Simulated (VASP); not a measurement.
A run of VASP 6.6.1 is set up as follows.

The input INCAR:

```
SYSTEM = Na
ALGO = Normal
EDIFF = 1E-6
ENCUT = 520
GGA = RE
ISIF = 2
ISMEAR = -1
LASPH = .TRUE.
LCHARG = .TRUE.
LELF = .TRUE.
LREAL = .FALSE.
LVHAR = .TRUE.
LWAVE = .FALSE.
NBANDS = 14
NELM = 80
PREC = Accurate
SIGMA = 0.1
```

The input KPOINTS:

```
k-points
0
G
  8 8 8
  0 0 0
```

File POSCAR:

```
Na
1.0
    0.0000000000      3.9266561505      3.9266561505
    3.9266561505      0.0000000000      3.9266561505
    3.9266561505      3.9266561505      0.0000000000
Na
2
Direct
    0.1250000000      0.1250000000      0.1250000000
    0.8750000000      0.8750000000      0.8750000000
```

Potentials or basis: VASP PAW PBE potentials, release 64 (Na_pv).

Command:

```console
$ cat potpaw_PBE.64/Na_pv/POTCAR > POTCAR
$ mpirun -np 1 vasp_std > vasp.out
```

What does it give for the pressure?

-0.1 GPa.

Estimate the band gap on the k mesh.

zero (bands 7 and 8 overlap by 0.61 eV).

Caveat: the PAW data sets were made with another functional, which shifts forces and pressure a little.
